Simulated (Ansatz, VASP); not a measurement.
**Two plane-wave programs on PbSe**

File INCAR:

```
PREC = Accurate
ENCUT = 500
EDIFF = 1E-6
ISMEAR = -1
SIGMA = 0.5
LREAL = False
LASPH = True
NELM = 120
ALGO = Normal
ISIF = 2
LWAVE = False
LCHARG = False
GGA = PS
NBANDS = 17
GGA_COMPAT = False
```

KPOINTS

```
regular mesh
0
Gamma
  6 6 6
```

POSCAR

```
PbSe
1.0
    0.0000000000      3.0696893648      3.0696893648
    3.0696893648      0.0000000000      3.0696893648
    3.0696893648      3.0696893648      0.0000000000
Pb Se
1 1
Direct
    0.0000000000      0.0000000000      0.0000000000
    0.5000000000      0.5000000000      0.5000000000
```

Input for Ansatz:

```yaml
crystal:
  lattice:
    - [0.0, 3.0696893648, 3.0696893648]
    - [3.0696893648, 0.0, 3.0696893648]
    - [3.0696893648, 3.0696893648, 0.0]
  atoms:
    - { symbol: Pb, position: [0.0, 0.0, 0.0] }
    - { symbol: Se, position: [0.5, 0.5, 0.5] }
kpoints:
  mp_grid: { grid: [6, 6, 6] }
hamiltonian:
  xc: pbesol
scf:
  occupations: { method: fermi_dirac, width: 0.5 }
  n_extra_bands: 4
output:
  forces: true
  stress: true
  eigenvalues: true
```

Alike in both runs: task single point; functional PBEsol; k mesh 6 × 6 × 6; occupations fermi-dirac, width 0.5 eV; no spin polarisation.

|  | VASP | Ansatz |
| --- | --- | --- |
| version | VASP 6.6.1 | Ansatz 0.2.0 |
| potentials or method | VASP PAW PBE potentials, release 64 (Pb_d, Se) | plane waves |
| plane-wave cutoff (eV) | 500 | 420 |
| valence electrons in the cell | 20 | 30 |

|  | VASP | Ansatz | Ansatz less VASP |
| --- | --- | --- | --- |
| pressure (GPa) | -0.7 | -0.7 | +0.01 |

VASP's potentials were made for PBE, not for PBEsol. VASP's potentials hold 20 valence electrons a cell and Ansatz's 30, so a difference there can come from the potentials and not from the codes.

Spin-orbit coupling is off throughout.
